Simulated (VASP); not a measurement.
BN: single point with PBE

BN:

```
CELL_PARAMETERS angstrom
0.00000 1.74896 1.81239
1.81239 0.00000 1.81239
1.81239 1.74896 0.00000
ATOMIC_POSITIONS crystal
B 0.00000 0.00000 0.00000
N 0.75000 0.75000 0.75000
```

This cell differs from its parent crystal: engineering shear strain xz +0.0000, normal strain along z -0.0350.

* Program: VASP 6.6.1
* Task: single point
* Functional: PBE
* Potentials or basis: VASP PAW PBE potentials, release 64 (B, N)
* Cutoff: 520 eV
* k mesh: 12 × 12 × 12
* Occupations: gaussian, width 0.05 eV
* Spin: no spin polarisation
* Dipole correction: no
* Further INCAR settings: ALGO = Normal; EDIFF = 1e-06; NBANDS = 11

```
Pressure               : 14.4 GPa
Band gap on the k mesh : 3.85 eV, indirect (least direct gap 8.57 eV)
```

Stress tensor (GPa, compression positive):
```
 7.31  0.00  0.00
 0.00 28.65  0.00
 0.00  0.00  7.31
```

Levels at points of the mesh, in eV from the valence-band top:
```csv
k point,band 2,band 3,band 4,band 5,band 6,band 7
"(0.00, 0.00, 0.00)",-0.34,-0.34,0.00,8.57,8.82,8.82
"(0.50, 0.00, 0.00)",-11.17,-2.49,-1.95,9.86,10.42,11.25
"(0.50, 0.50, 0.00)",-9.50,-5.10,-5.09,4.48,9.45,17.76
"(0.50, 0.00, 0.50)",-8.96,-5.59,-5.59,3.85,8.60,18.17
```

Run time: 7.7 s on 1 thread of Intel(R) Xeon(R) 6975P-C (Granite Rapids), on a shared host, peak memory 0.13 GiB.

Caveat: the cell differs from its parent crystal (engineering shear strain xz +0.0000, normal strain along z -0.0350). A k mesh can miss the band edges.
